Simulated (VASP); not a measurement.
# Cl (Fd-3m) in VASP: notebook

Runs on Cl. Level: PBE. Tasks: relaxation of cell and atoms.

Program: VASP 6.6.1. These are calculated values, not measurements. Logs are shortened: lines on timing, memory, paths and dates and some standing lists are left out, and cuts for length are marked.

### 1 The cell of the first run

It takes space group Fd-3m (No. 227, cubic). Conventional cell: a = 6.150 Å, b = 6.150 Å, c = 6.150 Å, α = 90.00°, β = 90.00°, γ = 90.00°. Cl (site symmetry -43m) has 4 Cl at 2.66 Å within 3.5 Å.

### 2 Relaxation of cell and atoms, PBE, target pressure 10 GPa, at which the enthalpy is minimised

File INCAR:

```
SYSTEM = Cl
PREC     = Accurate       ! precision mode
ENCUT    = 500            ! plane-wave cutoff, eV
EDIFF    = 1E-7           ! SCF threshold, eV
ISMEAR   = -1             ! smearing method
SIGMA    = 0.01           ! smearing width, eV
LREAL    = .FALSE.        ! projectors in reciprocal space
LASPH    = .TRUE.         ! aspherical terms in the spheres
NELM     = 120            ! most SCF steps
ALGO     = Normal         ! electronic algorithm
ISIF     = 3              ! what is computed and relaxed
LWAVE    = .FALSE.        ! write WAVECAR
LCHARG   = .FALSE.        ! write CHGCAR
GGA      = PE             ! functional
IBRION   = 2              ! ionic algorithm
NSW      = 60             ! ionic steps
EDIFFG   = -0.02          ! ionic threshold
PSTRESS  = 100.0        
GGA_COMPAT= .FALSE.      
NELMIN   = 4
```

File KPOINTS:

```
regular mesh
0
G
  5 5 5
  0 0 0
```

File POSCAR:

```
Cl
1.0
    0.0000000000      3.0750000000      3.0750000000
    3.0750000000      0.0000000000      3.0750000000
    3.0750000000      3.0750000000      0.0000000000
Cl
2
Direct
    1.0000000000      1.0000000000      1.0000000000
    0.2500000000      0.2500000000      0.2500000000
```

Potentials or basis: VASP PAW PBE potentials, release 64 (Cl).

Run with:

```sh
$ cat potpaw_PBE.64/Cl/POTCAR > POTCAR
$ mpirun -np 1 vasp_std > vasp.out
```

OUTCAR:

```text
SYSTEM = Cl
   PREC = Accurate
   ENCUT = 500
   EDIFF = 1E-7
   ISMEAR = -1
   LREAL = .FALSE.
   LASPH = .TRUE.
   NELM = 120
   ISIF = 3
   GGA = PE
   IBRION = 2
   NSW = 60
   EDIFFG = -0.02
   PSTRESS = 100.0
   NELMIN = 4

 ion  position               nearest neighbor table
   1  0.000  0.000  0.000-   2 2.66   2 2.66   2 2.66   2 2.66
   2  0.250  0.250  0.250-   1 2.66   1 2.66   1 2.66   1 2.66

  LATTYP: Found a face centered cubic cell.
 ALAT       =     6.1500000000

  Lattice vectors:

 A1 = (   0.0000000000,   3.0750000000,   3.0750000000)
 A2 = (   3.0750000000,   0.0000000000,   3.0750000000)
 A3 = (   3.0750000000,   3.0750000000,   0.0000000000)

Analysis of symmetry for initial positions (statically):
=====================================================================
 Subroutine PRICEL returns:
 Original cell was already a primitive cell.

 Routine SETGRP: Setting up the symmetry group for a
 face centered cubic supercell.

 Subroutine GETGRP returns: Found 48 space group operations
 (whereof 24 operations were pure point group operations)
 out of a pool of 48 trial point group operations.

The static configuration has the point symmetry T_d .
 The point group associated with its full space group is O_h .

Analysis of symmetry for dynamics (positions and initial velocities):
=====================================================================
 Subroutine PRICEL returns:
 Original cell was already a primitive cell.

 Routine SETGRP: Setting up the symmetry group for a
 face centered cubic supercell.

 Subroutine GETGRP returns: Found 48 space group operations
 (whereof 24 operations were pure point group operations)
 out of a pool of 48 trial point group operations.

The dynamic configuration has the point symmetry T_d .
 The point group associated with its full space group is O_h .

 Subroutine INISYM returns: Found 48 space group operations
 (whereof 24 operations are pure point group operations),
 and found     1 'primitive' translations

----------------------------------------------------------------------------------------

                                     Primitive cell

  volume of cell :      58.1521

  direct lattice vectors                    reciprocal lattice vectors
     0.000000000  3.075000000  3.075000000    -0.162601626  0.162601626  0.162601626
     3.075000000  0.000000000  3.075000000     0.162601626 -0.162601626  0.162601626
     3.075000000  3.075000000  0.000000000     0.162601626  0.162601626 -0.162601626

  length of vectors
     4.348706704  4.348706704  4.348706704     0.281634278  0.281634278  0.281634278

  position of ions in fractional coordinates (direct lattice)
     0.000000000  0.000000000  0.000000000
     0.250000000  0.250000000  0.250000000

  ion indices of the primitive-cell ions
   primitive index   ion index
                 1           1
                 2           2

----------------------------------------------------------------------------------------

 KPOINTS: regular mesh

Automatic generation of k-mesh.
 Grid dimensions read from file:
 generate k-points for:    5    5    5

 Generating k-lattice:

  Cartesian coordinates                     Fractional coordinates (reciprocal lattice)
    -0.032520325  0.032520325  0.032520325     0.200000000  0.000000000  0.000000000
     0.032520325 -0.032520325  0.032520325     0.000000000  0.200000000  0.000000000
     0.032520325  0.032520325 -0.032520325     0.000000000  0.000000000  0.200000000

  Length of vectors
     0.056326856  0.056326856  0.056326856

  Shift w.r.t. Gamma in fractional coordinates (k-lattice)
     0.000000000  0.000000000  0.000000000

 Subroutine IBZKPT returns following result:
 ===========================================

 Found     10 irreducible k-points:

 Following reciprocal coordinates:
            Coordinates               Weight
  0.000000  0.000000  0.000000      1.000000
  0.200000  0.000000  0.000000      8.000000
  0.400000  0.000000  0.000000      8.000000
  0.200000  0.200000  0.000000      6.000000
  0.400000  0.200000  0.000000     24.000000
 -0.400000  0.200000  0.000000     24.000000
 -0.200000  0.200000  0.000000     12.000000
  0.400000  0.400000  0.000000      6.000000
 -0.400000  0.400000  0.000000     12.000000
 -0.400000  0.400000  0.200000     24.000000
   k-points           NKPTS =     10   k-points in BZ     NKDIM =     10   number of bands    NBANDS=     11
   number of dos      NEDOS =    301   number of ions     NIONS =      2
   total plane-waves  NPLWV =  32768
   dimension x,y,z NGX =    32 NGY =   32 NGZ =   32
   dimension x,y,z NGXF=    64 NGYF=   64 NGZF=   64
   ions per type =               2
   NGX,Y,Z   is equivalent  to a cutoff of  12.23, 12.23, 12.23 a.u.
   NGXF,Y,Z  is equivalent  to a cutoff of  24.47, 24.47, 24.47 a.u.
 SYSTEM =  Cl
   PREC   = accura    normal or accurate (medium, high low for compatibility)
   ISTART =      0    job   : 0-new  1-cont  2-samecut
   ICHARG =      2    charge: 1-file 2-atom 10-const
   ISPIN  =      1    spin polarized calculation?
   LNONCOLLINEAR =      F non collinear calculations
   LSORBIT =      F    spin-orbit coupling
   LASPH  =      T    aspherical Exc in radial PAW
   ENCUT  =  500.0 eV  36.75 Ry    6.06 a.u.   7.93  7.93  7.93*2*pi/ulx,y,z
   NELM   =    120;   NELMIN=  4; NELMDL= -5     # of ELM steps
   EDIFF  = 0.1E-06   stopping-criterion for ELM
   LREAL  =      F    real-space projection
   EDIFFG = -.2E-01   stopping-criterion for IOM
   NSW    =     60    number of steps for IOM
   IBRION =      2    ionic relax: 0-MD 1-quasi-New 2-CG
   NFREE  =      1    steps in history (QN), initial steepest desc. (CG)
   ISIF   =      3    stress and relaxation
   ISYM   =      2    0-nonsym 1-usesym 2-fastsym
   POTIM  = 0.5000    time-step for ionic-motion
   TEBEG  =    0.0;   TEEND  =   0.0 temperature during run
   PSTRESS=  100.0 pullay stress
   NELECT =      14.0000    total number of electrons
   NUPDOWN=      -1.0000    fix difference up-down
   EMIN   =  10.00;   EMAX   =-10.00  energy-range for DOS
   EFERMI =   0.00;   METHOD = LEGACY
   ISMEAR =    -1;   SIGMA  =   0.01  broadening in eV -4-tet -1-fermi 0-gaus
   EFERMI_NEDOS =   21; number of points for ismear=-14 and -15
   IALGO  =     38    algorithm
   IMIX   =      4    mixing-type and parameters
     AMIX     =   0.40;   BMIX     =  1.00
     AMIX_MAG =   1.60;   BMIX_MAG =  1.00
  volume/ion in A,a.u.               =      29.08       196.21
  Fermi-wavevector in a.u.,A,eV,Ry     =   1.018425  1.924544 14.111820  1.037190
  Thomas-Fermi vector in A             =   2.151882
   LORBIT       =      0    0 simple, 1 ext, 2 COOP (PROOUT), +10 PAW based schemes
   GGA     = PE    functional components
   LHFCALC =     F    Hartree Fock is set to
   AEXX    =    0.0000 exact exchange contribution
   IVDW    =     0    specifies the selected vdW correction
   LEPSILON=     F    determine dielectric tensor
   LRPA    =     F    only Hartree local field effects (RPA)
 conjugate gradient relaxation of ions
 non-spin polarized calculation
  energy-cutoff  :      500.00
  volume of cell :       58.15
 maximum number of plane-waves:      1485
   NGX = 15   NGY = 15   NGZ = 15

--------------------------------------- Ionic step        1  -------------------------------------------

 number of electron      14.0000003 magnetization

 Free energy of the ion-electron system (eV)
  ---------------------------------------------------
  ext. energy  EPLUGINS =         0.00000000
  ---------------------------------------------------
  free energy    TOTEN  =        -1.89192277 eV

  energy without entropy =       -1.88960460  energy(sigma->0) =       -1.89076369

------------------------ aborting loop because EDIFF is reached ----------------------------------------

  FORCE on cell =-STRESS in cart. coord.  units (eV):
  Direction    XX          YY          ZZ          XY          YZ          ZX
  --------------------------------------------------------------------------------------
  -------------------------------------------------------------------------------------
  Total        1.3012623      1.3012623      1.3012623     -0.0000000      0.0000000      0.0000000
  in kB       35.8517273     35.8517273     35.8517273     -0.0000000      0.0000000      0.0000000
  external PRESSURE =     -64.1482727 kB  Pullay stress =     100.0000000 kB

 VOLUME and BASIS-vectors are now :
 -----------------------------------------------------------------------------
  energy-cutoff  :      500.00
  volume of cell :       58.15
      direct lattice vectors                 reciprocal lattice vectors
     0.000000000  3.075000000  3.075000000    -0.162601626  0.162601626  0.162601626
     3.075000000  0.000000000  3.075000000     0.162601626 -0.162601626  0.162601626
     3.075000000  3.075000000  0.000000000     0.162601626  0.162601626 -0.162601626
[... 46 lines left out ...]
  FREE ENERGIE OF THE ION-ELECTRON SYSTEM (eV)
  ---------------------------------------------------
  free  energy   TOTEN  =        -1.4712110146 eV

  energy  without entropy=       -1.4688927857  energy(sigma->0) =       -1.47005190

  enthalpy is  TOTEN    =         1.5805283505 eV   P V=        3.0517393651

--------------------------------------- Ionic step        3  -------------------------------------------

 number of electron      14.0000004 magnetization

 Free energy of the ion-electron system (eV)
  ---------------------------------------------------
  ext. energy  EPLUGINS =         0.00000000
  ---------------------------------------------------
  free energy    TOTEN  =        -1.58579539 eV

  energy without entropy =       -1.58347739  energy(sigma->0) =       -1.58463639

 E-fermi :   1.5117     XC(G=0):  -8.2504

 val. band max:        1.3753422763   @ k =   0.4000   0.0000   0.0000
 cond. band min:       1.5205391029   @ k =   0.4000   0.2000   0.0000
 fundamental gap:      0.1451968266
 Fermi energy:         1.5116660869

 k-point     1 :       0.0000    0.0000    0.0000
  band No.  band energies     occupation
      1     -15.4610      2.00000
      2     -11.0961      2.00000
      3      -2.5265      2.00000
      4      -2.5265      2.00000
      5      -2.5265      2.00000
      6       0.0463      2.00000
      7       0.0463      2.00000
      8       0.0463      2.00000
      9       7.6988      0.00000
     10      11.2656      0.00000
     11      11.2656      0.00000

 k-point     2 :       0.2000    0.0000    0.0000
  band No.  band energies     occupation
      1     -15.2241      2.00000
      2     -11.5362      2.00000
      3      -2.7710      2.00000
      4      -2.7710      2.00000
      5      -2.7024      2.00000
      6       0.3954      2.00000
      7       0.3954      2.00000
      8       0.4454      2.00000
      9       8.5949      0.00000
     10      10.7702      0.00000
     11      10.7702      0.00000
[... 132 lines left out ...]
 POSITION                                       TOTAL-FORCE (eV/Angst)
 -----------------------------------------------------------------------------------
      0.00000      0.00000      0.00000        -0.000000      0.000000     -0.000000
      1.46742      1.46742      1.46742         0.000000     -0.000000      0.000000
 -----------------------------------------------------------------------------------
    total drift:                               -0.000000      0.000000      0.000000

  FREE ENERGIE OF THE ION-ELECTRON SYSTEM (eV)
  ---------------------------------------------------
  free  energy   TOTEN  =        -1.5857953903 eV

  energy  without entropy=       -1.5834773938  energy(sigma->0) =       -1.58463639

  enthalpy is  TOTEN    =         1.5697384018 eV   P V=        3.1555337920

 reached required accuracy - stopping structural energy minimisation
```

It took 23 s on 1 thread of AMD EPYC 7R43 (Zen 3), shared host; peak memory 0.13 GiB.

Results:

- Free energy: -1.5858 eV
- Relaxed volume: 25.28 Å³/atom
- Relaxed cell: a = 4.150 Å, b = 4.150 Å, c = 4.150 Å, α = 60.00°, β = 60.00°, γ = 60.00°
- Space group after relaxing (to 0.1 Å): Fd-3m (No. 227)
- Energy change on relaxing (the run minimises the enthalpy): +153.1 meV/atom
- Ionic steps: 3
- Pressure after relaxing: 10.0 GPa
- Band gap on the k mesh: zero (bands 7 and 8 overlap by 1.88 eV)

The path:
| step | energy change (eV) | largest force (eV/Å) | pressure (GPa) | volume (Å³) |
| --- | --- | --- | --- | --- |
| 1 | 0.0000 | 0.0000 | 3.59 | 58.15 |
| 2 | 0.4207 | 0.0000 | 12.10 | 48.89 |
| 3 | 0.3061 | 0.0000 | 10.03 | 50.56 |

Final structure:
```cif
data_structure
_symmetry_space_group_name_H-M 'P 1'
_symmetry_Int_Tables_number 1
_cell_length_a 4.1505
_cell_length_b 4.1505
_cell_length_c 4.1505
_cell_angle_alpha 60.000
_cell_angle_beta 60.000
_cell_angle_gamma 60.000
_cell_volume 50.56
loop_
_atom_site_label
_atom_site_type_symbol
_atom_site_fract_x
_atom_site_fract_y
_atom_site_fract_z
_atom_site_occupancy
Cl1 Cl 0.00000 0.00000 0.00000 1
Cl2 Cl 0.25000 0.25000 0.25000 1
```

Levels at points of the mesh, in eV from the Fermi level:
| k point | band 4 | band 5 | band 6 | band 7 | band 8 | band 9 | band 10 | band 11 |
| --- | --- | --- | --- | --- | --- | --- | --- | --- |
| (0.00, 0.00, 0.00) | -4.04 | -4.04 | -1.47 | -1.47 | -1.47 | 6.19 | 9.75 | 9.75 |

Caveat: the cell is relaxed towards a set pressure, so the run minimises the enthalpy, not the energy.

(Part 1 of 2 ends here.)
